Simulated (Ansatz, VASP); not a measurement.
**One calculation of Au, two programs**

```
Au
1.0
     2.74857    0.00000    0.00000
     0.00000    2.74857    0.00000
     0.00000    0.00000    2.74857
Au
1
Cartesian
  0.0000 0.0000 0.0000
```

Alike in both runs: functional PBE; k mesh 15 × 15 × 15; occupations fermi-dirac, width 0.05 eV; no spin polarisation.

Ansatz relaxed the structure, and its values are those at the end. VASP's run is a single point on that final structure, the one shown.

|  | VASP | Ansatz |
| --- | --- | --- |
| version | VASP 6.6.1 | Ansatz 0.2.0 |
| potentials or method | VASP PAW PBE potentials, release 64 (Au) | PAW with Ansatz's default frozen-core files, scalar-relativistic |
| plane-wave cutoff (eV) | 520 | 420 |
| valence electrons in the cell | 11 | 19 |

Ansatz gave:

| Quantity | Value |
| --- | --- |
| pressure (GPa) | 0.0 |

Question: Which values does VASP return?

Answer: Pressure (GPa): -0.2.

With one functional, cell and mesh, what is left measures potentials, basis and numerics. VASP's potentials hold 11 valence electrons a cell and Ansatz's 19, so a difference there can come from the potentials and not from the codes.

Neither program's run includes spin-orbit coupling.
